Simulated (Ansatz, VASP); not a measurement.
**C in VASP and in Ansatz**

```
C
1.0
     2.47806    0.00000    0.00000
    -1.23903    2.14606    0.00000
     0.00000    0.00000    3.55878
C
2
Direct
  0.33803 0.67606 0.00000
  0.66197 0.32394 0.00000
```

Change from the starting cell: mode 6 frozen in at +0.020 Å, equal normal strain along x, y and z +0.0083.

Alike in both runs: task single point; functional PBEsol; dispersion D3(BJ); k mesh 21 × 21 × 12; occupations gaussian, width 0.15 eV; no spin polarisation.

```csv
,VASP,Ansatz
version,VASP 6.6.1,Ansatz 0.2.0
potentials or method,"VASP PAW PBE potentials, release 64 (C), cutoff 520 eV","scalar-relativistic, plane waves, PAW"
valence electrons in the cell,8,8
```

|  | VASP | Ansatz | Ansatz less VASP |
| --- | --- | --- | --- |
| gap on the k mesh at the Fermi level (eV) | none | none | - |
| pressure (GPa) | -5.3 | -5.9 | -0.65 |
| traceless stress, the component that is largest in VASP (GPa) | -6.42 | -6.69 | -0.275 |
| rms of the force components (eV/Å) | 1.272 | 1.268 | -0.0040 |

VASP's potentials were made for PBE, not for PBEsol, and Ansatz warns of the same on its side. Atom by atom the forces differ by 0.004 eV/Å (rms over components). A gap of «none» marks a metal or a gap that the smearing closes.
